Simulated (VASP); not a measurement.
# LiBeF3 (Pm-3m) in VASP: further runs

Runs on LiBeF3. Level: PBE. Tasks: single point, relaxation of cell and atoms.

Everything below comes from runs of VASP 6.6.1. Logs are shortened: lines on timing, memory, paths and dates and some standing lists are left out, and cuts for length are marked.

### 1 The cell of the first run

It takes space group Pm-3m (No. 221, cubic). Conventional cell: a = 3.506 Å, b = 3.506 Å, c = 3.506 Å, α = 90.00°, β = 90.00°, γ = 90.00°. Within 3.3 Å of Li (site symmetry m-3m) lie 12 F at 2.48 Å and 8 Be at 3.04 Å. Within 2.3 Å of Be (site symmetry m-3m) lie 6 F at 1.75 Å. Within 2.3 Å of F (site symmetry 4/mmm) lie 2 Be at 1.75 Å.

### 2 Single point, PBE

File INCAR:

```
SYSTEM = LiBeF3
ALGO = Normal ; EDIFF = 1E-6
ENCUT = 520 ; GGA = PE
ISIF = 2 ; ISMEAR = 0
LASPH = .True. ; LCHARG = .False.
LREAL = .False. ; LWAVE = .False.
NBANDS = 21 ; NELM = 80
PREC = Accurate ; SIGMA = 0.1
```

File KPOINTS:

```
k-points
0
Gamma
  6 6 6
  0 0 0
```

File POSCAR:

```
LiBeF3
1.0
    3.5060808400      0.0000000000      0.0000000000
    0.0000000000      3.5060808400      0.0000000000
    0.0000000000      0.0000000000      3.5060808400
Li Be F
1 1 3
Direct
    0.5000000000      0.5000000000      0.5000000000
    0.0000000000      0.0000000000      0.0000000000
    0.5000000000      0.0000000000      0.0000000000
    0.0000000000      0.0000000000      0.5000000000
    0.0000000000      0.5000000000      0.0000000000
```

Potentials or basis: VASP PAW PBE potentials, release 64 (Li_sv, Be, F).

Run with:

```
$ cat potpaw_PBE.64/Li_sv/POTCAR potpaw_PBE.64/Be/POTCAR potpaw_PBE.64/F/POTCAR > POTCAR
$ mpirun -np 1 vasp_std > vasp.out
```

OUTCAR:

```text
SYSTEM = LiBeF3
   EDIFF = 1E-6
   ENCUT = 520
   GGA = PE
   ISIF = 2
   ISMEAR = 0
   LASPH = .True.
   LREAL = .False.
   NELM = 80
   PREC = Accurate

 ion  position               nearest neighbor table
   1  0.500  0.500  0.500-
   2  0.000  0.000  0.000-   3 1.75   4 1.75   5 1.75   4 1.75   5 1.75   3 1.75
   3  0.500  0.000  0.000-   2 1.75   2 1.75
   4  0.000  0.000  0.500-   2 1.75   2 1.75
   5  0.000  0.500  0.000-   2 1.75   2 1.75

  LATTYP: Found a simple cubic cell.
 ALAT       =     3.5060808400

  Lattice vectors:

 A1 = (   3.5060808400,   0.0000000000,   0.0000000000)
 A2 = (   0.0000000000,   3.5060808400,   0.0000000000)
 A3 = (   0.0000000000,   0.0000000000,   3.5060808400)

Analysis of symmetry for initial positions (statically):
=====================================================================
 Subroutine PRICEL returns:
 Original cell was already a primitive cell.

 Routine SETGRP: Setting up the symmetry group for a
 simple cubic supercell.

 Subroutine GETGRP returns: Found 48 space group operations
 (whereof 48 operations were pure point group operations)
 out of a pool of 48 trial point group operations.

The static configuration has the point symmetry O_h .

Analysis of symmetry for dynamics (positions and initial velocities):
=====================================================================
 Subroutine PRICEL returns:
 Original cell was already a primitive cell.

 Routine SETGRP: Setting up the symmetry group for a
 simple cubic supercell.

 Subroutine GETGRP returns: Found 48 space group operations
 (whereof 48 operations were pure point group operations)
 out of a pool of 48 trial point group operations.

The dynamic configuration has the point symmetry O_h .

 Subroutine INISYM returns: Found 48 space group operations
 (whereof 48 operations are pure point group operations),
 and found     1 'primitive' translations

----------------------------------------------------------------------------------------

                                     Primitive cell

  volume of cell :      43.0989

  direct lattice vectors                    reciprocal lattice vectors
[... 84 lines left out ...]
   LSORBIT =      F    spin-orbit coupling
   LASPH  =      T    aspherical Exc in radial PAW
   ENCUT  =  520.0 eV  38.22 Ry    6.18 a.u.   6.52  6.52  6.52*2*pi/ulx,y,z
   NELM   =     80;   NELMIN=  2; NELMDL= -5     # of ELM steps
   EDIFF  = 0.1E-05   stopping-criterion for ELM
   LREAL  =      F    real-space projection
   EDIFFG = 0.1E-04   stopping-criterion for IOM
   NSW    =      0    number of steps for IOM
   IBRION =     -1    ionic relax: 0-MD 1-quasi-New 2-CG
   NFREE  =      0    steps in history (QN), initial steepest desc. (CG)
   ISIF   =      2    stress and relaxation
   ISYM   =      2    0-nonsym 1-usesym 2-fastsym
   POTIM  = 0.5000    time-step for ionic-motion
   TEBEG  =    0.0;   TEEND  =   0.0 temperature during run
   PSTRESS=    0.0 pullay stress
   NELECT =      26.0000    total number of electrons
   NUPDOWN=      -1.0000    fix difference up-down
   EMIN   =  10.00;   EMAX   =-10.00  energy-range for DOS
   EFERMI =   0.00;   METHOD = LEGACY
   ISMEAR =     0;   SIGMA  =   0.10  broadening in eV -4-tet -1-fermi 0-gaus
   EFERMI_NEDOS =   21; number of points for ismear=-14 and -15
   IALGO  =     38    algorithm
   IMIX   =      4    mixing-type and parameters
     AMIX     =   0.40;   BMIX     =  1.00
     AMIX_MAG =   1.60;   BMIX_MAG =  1.00
  volume/ion in A,a.u.               =       8.62        58.17
  Fermi-wavevector in a.u.,A,eV,Ry     =   1.383282  2.614024 26.034323  1.913469
  Thomas-Fermi vector in A             =   2.507894
   LORBIT       =      0    0 simple, 1 ext, 2 COOP (PROOUT), +10 PAW based schemes
   GGA     = PE    functional components
   LHFCALC =     F    Hartree Fock is set to
   AEXX    =    0.0000 exact exchange contribution
   IVDW    =     0    specifies the selected vdW correction
   LEPSILON=     F    determine dielectric tensor
   LRPA    =     F    only Hartree local field effects (RPA)
 non-spin polarized calculation
 Gauss-broadening in eV      SIGMA  =   0.10
  energy-cutoff  :      520.00
  volume of cell :       43.10
 maximum number of plane-waves:      1189
 NGX is ok and might be reduce to    28
   NGX = 13   NGY = 13   NGZ = 13

 number of electron      26.0000039 magnetization

 Free energy of the ion-electron system (eV)
  ---------------------------------------------------
  ext. energy  EPLUGINS =         0.00000000
  ---------------------------------------------------
  free energy    TOTEN  =       -25.35097533 eV

  energy without entropy =      -25.35097533  energy(sigma->0) =      -25.35097533

 E-fermi :   0.5147     XC(G=0):  -9.9957

 val. band max:        0.0755668174   @ k =   0.5000   0.5000   0.5000
 cond. band min:       7.5432880263   @ k =   0.0000   0.0000   0.0000
 fundamental gap:      7.4677212089
 Fermi energy:         0.5147463306

 k-point     1 :       0.0000    0.0000    0.0000
  band No.  band energies     occupation
      1     -43.0945      2.00000
      2     -21.7975      2.00000
      3     -19.9525      2.00000
      4     -19.9525      2.00000
      5      -4.7915      2.00000
      6      -4.7915      2.00000
[... 469 lines left out ...]
     20      13.5267      0.00000
     21      17.9506      0.00000

------------------------ aborting loop because EDIFF is reached ----------------------------------------

  FORCE on cell =-STRESS in cart. coord.  units (eV):
  Direction    XX          YY          ZZ          XY          YZ          ZX
  --------------------------------------------------------------------------------------
  -------------------------------------------------------------------------------------
  Total       -0.2462710     -0.2462710     -0.2462710     -0.0000000     -0.0000000      0.0000000
  in kB       -9.1549942     -9.1549942     -9.1549942     -0.0000000     -0.0000000      0.0000000
  external PRESSURE =      -9.1549942 kB  Pullay stress =       0.0000000 kB

 VOLUME and BASIS-vectors are now :
 -----------------------------------------------------------------------------
  energy-cutoff  :      520.00
  volume of cell :       43.10
      direct lattice vectors                 reciprocal lattice vectors
     3.506080840  0.000000000  0.000000000     0.285218752  0.000000000  0.000000000
     0.000000000  3.506080840  0.000000000     0.000000000  0.285218752  0.000000000
     0.000000000  0.000000000  3.506080840     0.000000000  0.000000000  0.285218752

 POSITION                                       TOTAL-FORCE (eV/Angst)
 -----------------------------------------------------------------------------------
      1.75304      1.75304      1.75304         0.000000      0.000000      0.000000
      0.00000      0.00000      0.00000         0.000000      0.000000      0.000000
      1.75304      0.00000      0.00000         0.000000      0.000000      0.000000
      0.00000      0.00000      1.75304         0.000000      0.000000      0.000000
      0.00000      1.75304      0.00000         0.000000      0.000000      0.000000
 -----------------------------------------------------------------------------------
    total drift:                                0.000000      0.000000     -0.000000

  FREE ENERGIE OF THE ION-ELECTRON SYSTEM (eV)
  ---------------------------------------------------
  free  energy   TOTEN  =       -25.3509753326 eV

  energy  without entropy=      -25.3509753325  energy(sigma->0) =      -25.35097533
```

Run time: 9.4 s. Hardware: 1 thread of AMD EPYC 9R14 (Zen 4), shared host; peak memory 0.12 GiB.

Results:

```yaml
Free_energy: -25.3510 eV
Band_gap_on_the_k_mesh: 7.47 eV, indirect (least direct gap 8.23 eV)
```

Caveat: the cutoff is under 1.25 times the usual one of these potentials, so pressure, stress and relaxed cells hold a basis-set (Pulay) error. PBE gaps usually lie below the measured ones, often by a third to a half.

### 3 Single point, PBE

This run uses another cell than the first one, of 8.56 Å³/atom, 0.993 times its volume.

File INCAR:

```
ALGO = Normal
EDIFF = 1E-6
ENCUT = 520
GGA = PE
ISIF = 2
ISMEAR = 0
LASPH = True
LCHARG = False
LREAL = False
LWAVE = False
NBANDS = 21
NELM = 60
PREC = Accurate
SIGMA = 0.02
```

File KPOINTS:

```
k-points
0
Gamma
  6 6 6
```

Edit POSCAR of step 2 so:

```diff
@@ -2,5 +2,5 @@
 1.0
-    3.5060808400      0.0000000000      0.0000000000
-    0.0000000000      3.5060808400      0.0000000000
-    0.0000000000      0.0000000000      3.5060808400
+    3.4978182711      0.0000000000      0.0000000000
+    0.0000000000      3.4978182711      0.0000000000
+    0.0000000000      0.0000000000      3.4978182711
 Li Be F
```

Potentials or basis: VASP PAW PBE potentials, release 64 (Li_sv, Be, F).

Run with:

```
$ cat potpaw_PBE.64/Li_sv/POTCAR potpaw_PBE.64/Be/POTCAR potpaw_PBE.64/F/POTCAR > POTCAR
$ mpirun -np 1 vasp_std > vasp.out
```

OUTCAR:

```text
EDIFF = 1E-6
   ENCUT = 520
   GGA = PE
   ISIF = 2
   ISMEAR = 0
   LASPH = True
   LREAL = False
   NELM = 60
   PREC = Accurate

 ion  position               nearest neighbor table
   1  0.500  0.500  0.500-
   2  0.000  0.000  0.000-   3 1.75   4 1.75   5 1.75   4 1.75   5 1.75   3 1.75
   3  0.500  0.000  0.000-   2 1.75   2 1.75
   4  0.000  0.000  0.500-   2 1.75   2 1.75
   5  0.000  0.500  0.000-   2 1.75   2 1.75

  LATTYP: Found a simple cubic cell.
[... 674 lines left out ...]
  Direction    XX          YY          ZZ          XY          YZ          ZX
  --------------------------------------------------------------------------------------
  -------------------------------------------------------------------------------------
  Total       -0.0475607     -0.0475607     -0.0475607     -0.0000000      0.0000000     -0.0000000
  in kB       -1.7806029     -1.7806029     -1.7806029     -0.0000000      0.0000000     -0.0000000
  external PRESSURE =      -1.7806029 kB  Pullay stress =       0.0000000 kB

 VOLUME and BASIS-vectors are now :
 -----------------------------------------------------------------------------
  energy-cutoff  :      520.00
  volume of cell :       42.79
      direct lattice vectors                 reciprocal lattice vectors
     3.497818271  0.000000000  0.000000000     0.285892497  0.000000000  0.000000000
     0.000000000  3.497818271  0.000000000     0.000000000  0.285892497  0.000000000
     0.000000000  0.000000000  3.497818271     0.000000000  0.000000000  0.285892497

 POSITION                                       TOTAL-FORCE (eV/Angst)
 -----------------------------------------------------------------------------------
      1.74891      1.74891      1.74891         0.000000      0.000000      0.000000
      0.00000      0.00000      0.00000         0.000000      0.000000      0.000000
      1.74891      0.00000      0.00000         0.000000      0.000000      0.000000
      0.00000      0.00000      1.74891         0.000000      0.000000      0.000000
      0.00000      1.74891      0.00000         0.000000      0.000000      0.000000
 -----------------------------------------------------------------------------------
    total drift:                                0.000000      0.000000     -0.000000

  FREE ENERGIE OF THE ION-ELECTRON SYSTEM (eV)
  ---------------------------------------------------
  free  energy   TOTEN  =       -25.3509982783 eV

  energy  without entropy=      -25.3509982783  energy(sigma->0) =      -25.35099828
```

OSZICAR:

```text
N       E                     dE             d eps       ncg     rms          rms(c)
DAV:   1     0.154506532263E+03    0.15451E+03   -0.15170E+04   848   0.129E+03
DAV:   2    -0.168634042525E+02   -0.17137E+03   -0.16745E+03   987   0.319E+02
DAV:   3    -0.264441584397E+02   -0.95808E+01   -0.95117E+01  1417   0.660E+01
DAV:   4    -0.266872909131E+02   -0.24313E+00   -0.24249E+00  1064   0.673E+00
DAV:   5    -0.266892235946E+02   -0.19327E-02   -0.19327E-02  1023   0.623E-01    0.749E+00
DAV:   6    -0.253482643749E+02    0.13410E+01   -0.38381E+00   878   0.152E+01    0.221E+00
DAV:   7    -0.253471122975E+02    0.11521E-02   -0.77814E-02  1173   0.210E+00    0.140E+00
DAV:   8    -0.253509530244E+02   -0.38407E-02   -0.28278E-02  1294   0.170E+00    0.198E-01
DAV:   9    -0.253508832797E+02    0.69745E-04   -0.22689E-03  1104   0.388E-01    0.748E-02
DAV:  10    -0.253509975995E+02   -0.11432E-03   -0.22296E-04   925   0.129E-01    0.104E-02
DAV:  11    -0.253509982783E+02   -0.67880E-06   -0.48608E-06  1266   0.195E-02
   1 F= -.25350998E+02 E0= -.25350998E+02  d E =-.227096E-88
```

stdout:

```text
POSCAR found type information on POSCAR LiBeF
 POSCAR found :  3 types and       5 ions
 scaLAPACK will be used
 LDA part: xc-table for (Slater+PW92), standard interpolation
 POSCAR, INCAR and KPOINTS ok, starting setup
 FFT: planning ... GRIDC
 FFT: planning ... GRID_SOFT
 FFT: planning ... GRID
 WAVECAR not read
 entering main loop
```

Wall time 9.5 s (1 thread of AMD EPYC 9R14 (Zen 4), shared host); peak memory 0.12 GiB.

What came out:

```yaml
Free_energy: -25.3510 eV
Band_gap_on_the_k_mesh: 7.51 eV, indirect (least direct gap 8.29 eV)
```

Levels at points of the mesh, in eV from the valence-band top:
| k point | band 10 | band 11 | band 12 | band 13 | band 14 | band 15 | band 16 | band 17 |
| --- | --- | --- | --- | --- | --- | --- | --- | --- |
| (0.00, 0.00, 0.00) | -1.03 | -0.77 | -0.77 | -0.77 | 7.51 | 12.48 | 15.26 | 15.26 |
| (0.50, 0.00, 0.00) | -1.72 | -1.38 | -0.83 | -0.83 | 9.83 | 11.02 | 14.31 | 14.31 |
| (0.50, 0.50, 0.00) | -1.63 | -1.63 | -1.25 | -0.02 | 11.38 | 11.38 | 12.67 | 13.67 |
| (0.50, 0.50, 0.50) | -1.24 | 0.00 | 0.00 | 0.00 | 11.59 | 12.23 | 12.23 | 12.23 |

Caveat: the cutoff is under 1.25 times the usual one of these potentials, so pressure, stress and relaxed cells hold a basis-set (Pulay) error. PBE gaps usually lie below the measured ones, often by a third to a half.

### 4 Relaxation of cell and atoms, PBE

File INCAR:

```
PREC = Accurate ; ENCUT = 600
EDIFF = 1E-6 ; ISMEAR = 0
SIGMA = 0.02 ; LREAL = False
LASPH = True ; NELM = 100
ALGO = Normal ; ISIF = 3
LWAVE = False ; LCHARG = False
GGA = PE ; IBRION = 2
NSW = 100 ; EDIFFG = -0.01
```

File KPOINTS:

```
Automatic mesh
0
Gamma
  6 6 6
```

Edit POSCAR of step 3 so:

```diff
@@ -2,5 +2,5 @@
 1.0
-    3.4978182711      0.0000000000      0.0000000000
-    0.0000000000      3.4978182711      0.0000000000
-    0.0000000000      0.0000000000      3.4978182711
+    3.5060808400      0.0000000000      0.0000000000
+    0.0000000000      3.5060808400      0.0000000000
+    0.0000000000      0.0000000000      3.5060808400
 Li Be F
```

Potentials or basis: VASP PAW PBE potentials, release 64 (Li_sv, Be, F).

Run with:

```
$ cat potpaw_PBE.64/Li_sv/POTCAR potpaw_PBE.64/Be/POTCAR potpaw_PBE.64/F/POTCAR > POTCAR
$ mpirun -np 1 vasp_std > vasp.out
```

OUTCAR:

```text
PREC = Accurate
   ENCUT = 600
   EDIFF = 1E-6
   ISMEAR = 0
   LREAL = False
   LASPH = True
   NELM = 100
   ISIF = 3
   GGA = PE
   IBRION = 2
   NSW = 100
   EDIFFG = -0.01

 ion  position               nearest neighbor table
   1  0.500  0.500  0.500-
   2  0.000  0.000  0.000-   3 1.75   4 1.75   5 1.75   4 1.75   5 1.75   3 1.75
   3  0.500  0.000  0.000-   2 1.75   2 1.75
   4  0.000  0.000  0.500-   2 1.75   2 1.75
   5  0.000  0.500  0.000-   2 1.75   2 1.75

  LATTYP: Found a simple cubic cell.
 ALAT       =     3.5060808400

  Lattice vectors:

 A1 = (   3.5060808400,   0.0000000000,   0.0000000000)
 A2 = (   0.0000000000,   3.5060808400,   0.0000000000)
 A3 = (   0.0000000000,   0.0000000000,   3.5060808400)

Analysis of symmetry for initial positions (statically):
[... 179 lines left out ...]
 val. band max:        0.0726495051   @ k =   0.5000   0.5000   0.5000
 cond. band min:       7.5395767976   @ k =   0.0000   0.0000   0.0000
 fundamental gap:      7.4669272924
 Fermi energy:         0.2692081838

 k-point     1 :       0.0000    0.0000    0.0000
  band No.  band energies     occupation
      1     -43.0950      2.00000
      2     -21.8001      2.00000
      3     -19.9547      2.00000
      4     -19.9547      2.00000
      5      -4.7940      2.00000
      6      -4.7940      2.00000
[... 466 lines left out ...]
--------------------------------------- Ionic step        3  -------------------------------------------

 number of electron      26.0000027 magnetization

 Free energy of the ion-electron system (eV)
  ---------------------------------------------------
  ext. energy  EPLUGINS =         0.00000000
  ---------------------------------------------------
  free energy    TOTEN  =       -25.35923152 eV

  energy without entropy =      -25.35923152  energy(sigma->0) =      -25.35923152

 E-fermi :   0.2691     XC(G=0): -10.0512

 val. band max:        0.1630443749   @ k =   0.5000   0.5000   0.5000
 cond. band min:       7.7075161924   @ k =   0.0000   0.0000   0.0000
 fundamental gap:      7.5444718175
 Fermi energy:         0.2690939652

 k-point     1 :       0.0000    0.0000    0.0000
  band No.  band energies     occupation
      1     -42.9931      2.00000
      2     -21.7759      2.00000
      3     -19.8851      2.00000
      4     -19.8851      2.00000
      5      -4.7705      2.00000
      6      -4.7705      2.00000
[... 421 lines left out ...]
  FREE ENERGIE OF THE ION-ELECTRON SYSTEM (eV)
  ---------------------------------------------------
  free  energy   TOTEN  =       -25.3592315167 eV

  energy  without entropy=      -25.3592315167  energy(sigma->0) =      -25.35923152

 reached required accuracy - stopping structural energy minimisation
```

CONTCAR:

```text
LiBeF3
   1.00000000000000
     3.4925662441026510    0.0000000000000000   -0.0000000000000000
     0.0000000000000000    3.4925662441026510   -0.0000000000000000
     0.0000000000000000    0.0000000000000000    3.4925662441026510
  Li              Be              F
     1     1     3
Direct
     0.5000000000000000    0.5000000000000000    0.5000000000000000
     0.0000000000000000    0.0000000000000000    0.0000000000000000
     0.5000000000000000    0.0000000000000000    0.0000000000000000
     0.0000000000000000    0.0000000000000000    0.5000000000000000
     0.0000000000000000    0.5000000000000000    0.0000000000000000

  0.00000000E+00  0.00000000E+00  0.00000000E+00
  0.00000000E+00  0.00000000E+00  0.00000000E+00
  0.00000000E+00  0.00000000E+00  0.00000000E+00
  0.00000000E+00  0.00000000E+00  0.00000000E+00
  0.00000000E+00  0.00000000E+00  0.00000000E+00
```

Wall time 16 s (1 thread of AMD EPYC 9R14 (Zen 4), shared host); peak memory 0.13 GiB.

What came out:

```
Free energy                            : -25.3592 eV
Relaxed volume                         : 8.52 Å³/atom
Relaxed cell                           : a = 3.493 Å, b = 3.493 Å, c = 3.493 Å, α = 90.00°, β = 90.00°, γ = 90.00°
Space group after relaxing (to 0.05 Å) : Pm-3m (No. 221)
Energy gained by relaxing              : 0.4 meV/atom
Ionic steps                            : 3
Pressure after relaxing                : 0.0 GPa
Band gap on the k mesh                 : 7.54 eV, indirect (least direct gap 8.32 eV)
```

Step by step:
```csv
step,energy change (eV),largest force (eV/Å),pressure (GPa),volume (Å³)
1,0.0000,0.0000,-1.20,43.10
2,-0.0018,0.0000,-0.22,42.70
3,-0.0018,0.0000,0.01,42.60
```

Final structure:
```xyz
5
Lattice="3.4926 0.0000 0.0000 0.0000 3.4926 0.0000 0.0000 0.0000 3.4926" Properties=species:S:1:pos:R:3 pbc="T T T"
Li    1.7463    1.7463    1.7463
Be    0.0000    0.0000    0.0000
F     1.7463    0.0000    0.0000
F     0.0000    0.0000    1.7463
F     0.0000    1.7463    0.0000
```

Caveat: the cutoff is under 1.25 times the usual one of these potentials, so pressure, stress and relaxed cells hold a basis-set (Pulay) error.

### 5 The runs side by side

| task | cell | cutoff (eV) | smearing | gap on the mesh (eV) |
| --- | --- | --- | --- | --- |
| single point | a = 3.506 Å, 5 atoms | 520 | gaussian 0.1 eV | 7.47 |
| single point | a = 3.498 Å, 5 atoms | 520 | gaussian 0.02 eV | 7.51 |
| relaxation of cell and atoms | relaxed from a = 3.506 Å, 5 atoms | 600 | gaussian 0.02 eV | 7.54 |

Alike in all rows: level PBE; potentials or basis VASP PAW PBE potentials, release 64 (Li_sv, Be, F); no spin polarisation; k mesh 6 × 6 × 6.

Caveats: the cutoff is under 1.25 times the usual one of these potentials, so pressure, stress and relaxed cells hold a basis-set (Pulay) error.

Total energies depend on the potentials used, so only differences within one code and one set of settings carry meaning.
